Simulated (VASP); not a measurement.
# V (Im-3m) in VASP: notebook

The runs below take V through single point, with PBE.

Program: VASP 6.6.1. These are calculated values, not measurements. Logs are shortened: lines on timing, memory, paths and dates and some standing lists are left out, and cuts for length are marked.

### Step 1. The cell of the first run

The structure is cubic, space group Im-3m (No. 229). The conventional cell has a = 3.003 Å, b = 3.003 Å, c = 3.003 Å, α = 90.00°, β = 90.00°, γ = 90.00°. Within 3.4 Å of V (site symmetry m-3m) lie 14 V at 2.60 to 3.00 Å.

### Step 2. Single point, PBE, collinear spin, ferromagnetic start

INCAR reads:

```
ALGO = Normal
EDIFF = 1E-6
ENCUT = 520
GGA = PE
ISIF = 2
ISMEAR = 0
ISPIN = 2
LASPH = T
LCHARG = T
LELF = T
LMAXMIX = 4
LORBIT = 11
LREAL = F
LVHAR = T
LWAVE = F
MAGMOM = 0.05
NBANDS = 16
NELM = 150
PREC = Accurate
SIGMA = 0.05
```

KPOINTS reads:

```
k-points
0
Gamma
  10 10 10
```

POSCAR reads:

```
V
1.0
   -1.5014270660      1.5014270660      1.5014270660
    1.5014270660     -1.5014270660      1.5014270660
    1.5014270660      1.5014270660     -1.5014270660
V
1
Direct
    0.0000000000      0.0000000000      0.0000000000
```

Potentials or basis: VASP PAW PBE potentials, release 64 (V_sv).

Started as:

```console
$ cat potpaw_PBE.64/V_sv/POTCAR > POTCAR
$ mpirun -np 1 vasp_std > vasp.out
```

OUTCAR:

```text
EDIFF = 1E-6
   ENCUT = 520
   GGA = PE
   ISIF = 2
   ISMEAR = 0
   ISPIN = 2
   LASPH = T
   LORBIT = 11
   LREAL = F
   NELM = 150
   PREC = Accurate

 ion  position               nearest neighbor table
   1  0.000  0.000  0.000-

  LATTYP: Found a body centered cubic cell.
 ALAT       =     3.0028541320

  Lattice vectors:

 A1 = (  -1.5014270660,   1.5014270660,   1.5014270660)
 A2 = (   1.5014270660,  -1.5014270660,   1.5014270660)
 A3 = (   1.5014270660,   1.5014270660,  -1.5014270660)

Analysis of symmetry for initial positions (statically):
=====================================================================
 Subroutine PRICEL returns:
 Original cell was already a primitive cell.

 Routine SETGRP: Setting up the symmetry group for a
 body centered cubic supercell.

 Subroutine GETGRP returns: Found 48 space group operations
 (whereof 48 operations were pure point group operations)
 out of a pool of 48 trial point group operations.

The static configuration has the point symmetry O_h .

Analysis of symmetry for dynamics (positions and initial velocities):
=====================================================================
 Subroutine PRICEL returns:
 Original cell was already a primitive cell.

 Routine SETGRP: Setting up the symmetry group for a
 body centered cubic supercell.

 Subroutine GETGRP returns: Found 48 space group operations
 (whereof 48 operations were pure point group operations)
 out of a pool of 48 trial point group operations.

The dynamic configuration has the point symmetry O_h .

Analysis of structural, dynamic, and magnetic symmetry:
=====================================================================
 Subroutine PRICEL returns:
 Original cell was already a primitive cell.

 Routine SETGRP: Setting up the symmetry group for a
 body centered cubic supercell.

 Subroutine GETGRP returns: Found 48 space group operations
 (whereof 48 operations were pure point group operations)
 out of a pool of 48 trial point group operations.

The overall configuration has the point symmetry O_h .

 Subroutine INISYM returns: Found 48 space group operations
 (whereof 48 operations are pure point group operations),
 and found     1 'primitive' translations

----------------------------------------------------------------------------------------

                                     Primitive cell

  volume of cell :      13.5386

  direct lattice vectors                    reciprocal lattice vectors
    -1.501427066  1.501427066  1.501427066     0.000000000  0.333016509  0.333016509
     1.501427066 -1.501427066  1.501427066     0.333016509  0.000000000  0.333016509
     1.501427066  1.501427066 -1.501427066     0.333016509  0.333016509  0.000000000

  length of vectors
     2.600547962  2.600547962  2.600547962     0.470956463  0.470956463  0.470956463

  position of ions in fractional coordinates (direct lattice)
     0.000000000  0.000000000  0.000000000

  ion indices of the primitive-cell ions
   primitive index   ion index
                 1           1

----------------------------------------------------------------------------------------

 KPOINTS: k-points

Automatic generation of k-mesh.
 Grid dimensions read from file:
 generate k-points for:   10   10   10

 Generating k-lattice:

  Cartesian coordinates                     Fractional coordinates (reciprocal lattice)
     0.000000000  0.033301651  0.033301651     0.100000000  0.000000000  0.000000000
     0.033301651  0.000000000  0.033301651     0.000000000  0.100000000  0.000000000
     0.033301651  0.033301651  0.000000000     0.000000000  0.000000000  0.100000000

  Length of vectors
     0.047095646  0.047095646  0.047095646

  Shift w.r.t. Gamma in fractional coordinates (k-lattice)
     0.000000000  0.000000000  0.000000000

 Subroutine IBZKPT returns following result:
 ===========================================

 Found     47 irreducible k-points:

 Following reciprocal coordinates:
            Coordinates               Weight
  0.000000  0.000000  0.000000      1.000000
  0.100000  0.000000  0.000000     12.000000
  0.200000  0.000000  0.000000     12.000000
  0.300000  0.000000  0.000000     12.000000
  0.400000  0.000000  0.000000     12.000000
  0.500000  0.000000  0.000000      6.000000
[... 16 lines left out ...]
  0.300000  0.300000  0.100000      8.000000
 -0.300000  0.300000  0.100000     24.000000
 [... further k-points ...]
   k-points           NKPTS =     47   k-points in BZ     NKDIM =     47   number of bands    NBANDS=     16
   number of dos      NEDOS =    301   number of ions     NIONS =      1
   total plane-waves  NPLWV =   8000
   dimension x,y,z NGX =    20 NGY =   20 NGZ =   20
   dimension x,y,z NGXF=    40 NGYF=   40 NGZF=   40
   ions per type =               1
   NGX,Y,Z   is equivalent  to a cutoff of  12.79, 12.79, 12.79 a.u.
   NGXF,Y,Z  is equivalent  to a cutoff of  25.57, 25.57, 25.57 a.u.
 SYSTEM =  unknown system
   PREC   = accura    normal or accurate (medium, high low for compatibility)
   ISTART =      0    job   : 0-new  1-cont  2-samecut
   ICHARG =      2    charge: 1-file 2-atom 10-const
   ISPIN  =      2    spin polarized calculation?
   LNONCOLLINEAR =      F non collinear calculations
   LSORBIT =      F    spin-orbit coupling
   LASPH  =      T    aspherical Exc in radial PAW
   ENCUT  =  520.0 eV  38.22 Ry    6.18 a.u.   4.84  4.84  4.84*2*pi/ulx,y,z
   NELM   =    150;   NELMIN=  2; NELMDL= -5     # of ELM steps
   EDIFF  = 0.1E-05   stopping-criterion for ELM
   LREAL  =      F    real-space projection
[... 7 lines left out ...]
   TEBEG  =    0.0;   TEEND  =   0.0 temperature during run
   PSTRESS=    0.0 pullay stress
   NELECT =      13.0000    total number of electrons
   NUPDOWN=      -1.0000    fix difference up-down
   EMIN   =  10.00;   EMAX   =-10.00  energy-range for DOS
   EFERMI =   0.00;   METHOD = LEGACY
   ISMEAR =     0;   SIGMA  =   0.05  broadening in eV -4-tet -1-fermi 0-gaus
   EFERMI_NEDOS =   21; number of points for ismear=-14 and -15
   IALGO  =     38    algorithm
   IMIX   =      4    mixing-type and parameters
     AMIX     =   0.40;   BMIX     =  1.00
     AMIX_MAG =   1.60;   BMIX_MAG =  1.00
  volume/ion in A,a.u.               =      13.54        91.36
  Fermi-wavevector in a.u.,A,eV,Ry     =   1.615096  3.052089 35.491280  2.608536
  Thomas-Fermi vector in A             =   2.709899
   LORBIT       =     11    0 simple, 1 ext, 2 COOP (PROOUT), +10 PAW based schemes
   GGA     = PE    functional components
   LHFCALC =     F    Hartree Fock is set to
   AEXX    =    0.0000 exact exchange contribution
   IVDW    =     0    specifies the selected vdW correction
   LEPSILON=     F    determine dielectric tensor
   LRPA    =     F    only Hartree local field effects (RPA)
 spin polarized calculation
 Gauss-broadening in eV      SIGMA  =   0.05
  energy-cutoff  :      520.00
  volume of cell :       13.54
 maximum number of plane-waves:       374
   NGX =  9   NGY =  9   NGZ =  9

 number of electron      12.9999990 magnetization      -0.0001021

 number of electron      12.9999990 magnetization       0.0000158

 Free energy of the ion-electron system (eV)
  ---------------------------------------------------
  ext. energy  EPLUGINS =         0.00000000
  ---------------------------------------------------
  free energy    TOTEN  =        -8.99238794 eV

  energy without entropy =       -8.99027559  energy(sigma->0) =       -8.99133177

 E-fermi :   9.6324     XC(G=0): -12.8848

 val. band max:        9.6323412199   @ k =   0.1000   0.1000   0.0000
 cond. band min:       9.6575640105   @ k =  -0.4000   0.4000   0.1000
 fundamental gap:      0.0252227905
 Fermi energy:         9.6324276558

 spin component 1

 k-point     1 :       0.0000    0.0000    0.0000
  band No.  band energies     occupation
      1     -54.1443      1.00000
      2     -27.4506      1.00000
      3     -27.4506      1.00000
      4     -27.4506      1.00000
      5       3.0667      1.00000
      6      10.0123      0.00000
[... 8 lines left out ...]
     15      37.0883      0.00000
     16      41.2901      0.00000

 k-point     2 :       0.1000    0.0000    0.0000
  band No.  band energies     occupation
      1     -54.1261      1.00000
      2     -27.5382      1.00000
      3     -27.4774      1.00000
      4     -27.4512      1.00000
      5       3.4636      1.00000
      6       9.8472      0.00000
[... 8 lines left out ...]
     15      37.6073      0.00000
     16      38.4175      0.00000
[... 387 lines left out ...]
      5       7.9816      1.00000
      6       8.7258      1.00000
[... 8 lines left out ...]
     15      37.7180      0.00000
     16      44.5254      0.00000

 k-point    24 :      -0.3000    0.3000    0.1000
  band No.  band energies     occupation
      1     -54.0040      1.00000
      2     -28.0234      1.00000
      3     -27.6626      1.00000
      4     -27.5186      1.00000
      5       6.1132      1.00000
      6       9.2601      1.00000
[... 8 lines left out ...]
     15      35.0160      0.00000
     16      37.1234      0.00000

 [... further k-points ...]

 spin component 2

 k-point     1 :       0.0000    0.0000    0.0000
  band No.  band energies     occupation
      1     -54.1447      1.00000
      2     -27.4510      1.00000
      3     -27.4510      1.00000
      4     -27.4510      1.00000
      5       3.0667      1.00000
      6      10.0124      0.00000
[... 8 lines left out ...]
     15      37.0884      0.00000
     16      41.2898      0.00000

 k-point     2 :       0.1000    0.0000    0.0000
  band No.  band energies     occupation
      1     -54.1265      1.00000
      2     -27.5386      1.00000
      3     -27.4778      1.00000
      4     -27.4515      1.00000
      5       3.4636      1.00000
      6       9.8472      0.00000
[... 8 lines left out ...]
     15      37.6075      0.00000
     16      38.4175      0.00000
[... 387 lines left out ...]
      5       7.9816      1.00000
      6       8.7258      1.00000
[... 8 lines left out ...]
     15      37.7180      0.00000
     16      44.5255      0.00000

 k-point    24 :      -0.3000    0.3000    0.1000
  band No.  band energies     occupation
      1     -54.0044      1.00000
      2     -28.0238      1.00000
      3     -27.6629      1.00000
      4     -27.5189      1.00000
      5       6.1132      1.00000
      6       9.2602      1.00000
[... 8 lines left out ...]
     15      35.0159      0.00000
     16      37.1234      0.00000

 [... further k-points ...]
[... 5 lines left out ...]
  --------------------------------------------------------------------------------------
  -------------------------------------------------------------------------------------
  Total        0.0207726      0.0207726      0.0207726      0.0000000      0.0000000     -0.0000000
  in kB        2.4582664      2.4582664      2.4582664      0.0000000      0.0000000     -0.0000000
  external PRESSURE =       2.4582664 kB  Pullay stress =       0.0000000 kB

 VOLUME and BASIS-vectors are now :
 -----------------------------------------------------------------------------
  energy-cutoff  :      520.00
  volume of cell :       13.54
      direct lattice vectors                 reciprocal lattice vectors
    -1.501427066  1.501427066  1.501427066     0.000000000  0.333016509  0.333016509
     1.501427066 -1.501427066  1.501427066     0.333016509  0.000000000  0.333016509
     1.501427066  1.501427066 -1.501427066     0.333016509  0.333016509  0.000000000

 POSITION                                       TOTAL-FORCE (eV/Angst)
 -----------------------------------------------------------------------------------
      0.00000      0.00000      0.00000        -0.000000      0.000000      0.000000
 -----------------------------------------------------------------------------------
    total drift:                                0.000000     -0.000000      0.000000

  FREE ENERGIE OF THE ION-ELECTRON SYSTEM (eV)
  ---------------------------------------------------
  free  energy   TOTEN  =        -8.9923879382 eV

  energy  without entropy=       -8.9902755939  energy(sigma->0) =       -8.99133177

 total charge

# of ion       s       p       d       tot
------------------------------------------
    1        2.341   6.231   3.060  11.632

 magnetization (x)

# of ion       s       p       d       tot
------------------------------------------
    1        0.000   0.000   0.000   0.000
```

Wall time 32 s (1 thread of Intel Xeon Platinum 8259CL at 2.50GHz (Skylake/Cascade Lake), shared host); peak memory 0.13 GiB.

What came out:

```
Free energy                                           : -8.9924 eV
Pressure                                              : 0.2 GPa
Net moment                                            : 0.00 μB per cell
Valence electrons inside the program's atomic spheres : V 11.63
```

### Step 3. Single point, PBE, non-collinear spin, typed start, spin-orbit coupling

This run uses another cell than the first one, of 13.46 Å³/atom, 0.994 times its volume.

INCAR reads:

```
PREC = Accurate
ENCUT = 520
EDIFF = 1E-7
ISMEAR = 0
SIGMA = 0.05
LREAL = False
LASPH = True
NELM = 150
ALGO = Normal
ISIF = 2
LWAVE = False
LCHARG = False
LNONCOLLINEAR = True
MAGMOM = 0 0 0.05
LORBIT = 11
LSORBIT = True
GGA_COMPAT = False
LORBMOM = True
LMAXMIX = 4
GGA = PE
NBANDS = 24
```

KPOINTS reads:

```
regular mesh
0
Gamma
  20 20 20
```

POSCAR reads:

```
V
1.0
   -1.4984322680      1.4984322680      1.4984322680
    1.4984322680     -1.4984322680      1.4984322680
    1.4984322680      1.4984322680     -1.4984322680
V
1
Direct
    0.0000000000      0.0000000000      0.0000000000
```

Potentials or basis: VASP PAW PBE potentials, release 64 (V_sv).

Started as:

```console
$ cat potpaw_PBE.64/V_sv/POTCAR > POTCAR
$ mpirun -np 1 vasp_ncl > vasp.out
```

It took 4 min on 1 thread of Intel Xeon 6975P-C (Granite Rapids), shared host; peak memory 0.52 GiB.

It converged, with:

```yaml
Free_energy: -9.0020 eV
Pressure: 0.2 GPa
Net_moment: 0.00 μB per cell
Valence_electrons_inside_the_program's_atomic_spheres: V 11.65
```

Moments on the atoms (μB; x, y, z):
```
V   0.00 0.00 0.00
```
